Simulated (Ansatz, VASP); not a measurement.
# Two plane-wave programs on CsCl

The input INCAR:

```
PREC = Accurate
ENCUT = 500
EDIFF = 1E-7
ISMEAR = -1
SIGMA = 0.005
LREAL = F
LASPH = T
NELM = 120
ALGO = Normal
ISIF = 3
LWAVE = F
LCHARG = F
GGA = PS
IBRION = 2
NSW = 100
EDIFFG = -0.002
GGA_COMPAT = F
NELMIN = 4
```

The input KPOINTS:

```
Automatic mesh
0
Gamma
  6 6 6
```

Contents of POSCAR:

```
CsCl
1.0
    4.1230000000      0.0000000000      0.0000000000
    0.0000000000      4.1230000000      0.0000000000
    0.0000000000      0.0000000000      4.1230000000
Cs Cl
1 1
Direct
    0.0000000000      0.0000000000      0.0000000000
    0.5000000000      0.5000000000      0.5000000000
```

Input for Ansatz:

```yaml
crystal:
  lattice:
    - [4.123, 0.0, 0.0]
    - [0.0, 4.123, 0.0]
    - [0.0, 0.0, 4.123]
  atoms:
    - { symbol: Cs, position: [0.0, 0.0, 0.0] }
    - { symbol: Cl, position: [0.5, 0.5, 0.5] }
kpoints:
  mp_grid: { grid: [6, 6, 6] }
scf:
  occupations: { method: fermi_dirac, width: 0.005 }
hamiltonian:
  xc: pbesol
  pseudopotentials: { kind: paw }
relax:
  f_tol: 0.002
  max_steps: 80
  cell: {}
output:
  forces: true
  stress: true
```

Alike in both runs: task relaxation of cell and atoms; functional PBEsol; k mesh 6 × 6 × 6; occupations fermi-dirac, width 0.005 eV; no spin polarisation.

|  | VASP | Ansatz |
| --- | --- | --- |
| version | VASP 6.6.1 | Ansatz 0.2.0 |
| potentials or method | VASP PAW PBE potentials, release 64 (Cs_sv, Cl) | PAW with Ansatz's default frozen-core files, scalar-relativistic |
| plane-wave cutoff (eV) | 500 | 420 |
| valence electrons in the cell | 16 | 16 |

```tsv
	VASP	Ansatz	Ansatz less VASP
relaxed volume (Å³/atom)	33.75	33.59	-0.155
relaxed cell length with the largest relative difference (Å)	4.072	4.065	-0.0062
```

VASP's potentials were made for PBE, not for PBEsol.

Spin-orbit coupling is off throughout.
